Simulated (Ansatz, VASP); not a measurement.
## One calculation of Ni, two programs

```
Ni
1.0
     0.00000    1.76780    1.76780
     1.76780    0.00000    1.76780
     1.76780    1.76780    0.00000
Ni
1
Direct
  0.00000 0.00000 0.00000
```

Alike in both runs: task single point; functional PBE; k mesh 7 × 7 × 7; occupations fermi-dirac, width 0.05 eV; no spin polarisation.

```csv
,VASP,Ansatz
version,VASP 6.6.1,Ansatz 0.2.0
potentials or method,"VASP PAW PBE potentials, release 64 (Ni), cutoff 600 eV","PAW, plane waves, scalar-relativistic"
valence electrons in the cell,10,18
```

```csv
,VASP,Ansatz,Ansatz less VASP
pressure (GPa),-4.0,-3.9,+0.04
```

The functional is the same, so the differences come from potentials, cutoffs and numerics. VASP's potentials hold 10 valence electrons a cell and Ansatz's 18, so a difference there can come from the potentials and not from the codes.

The k mesh is coarse, so the values compare programs but aren't converged.
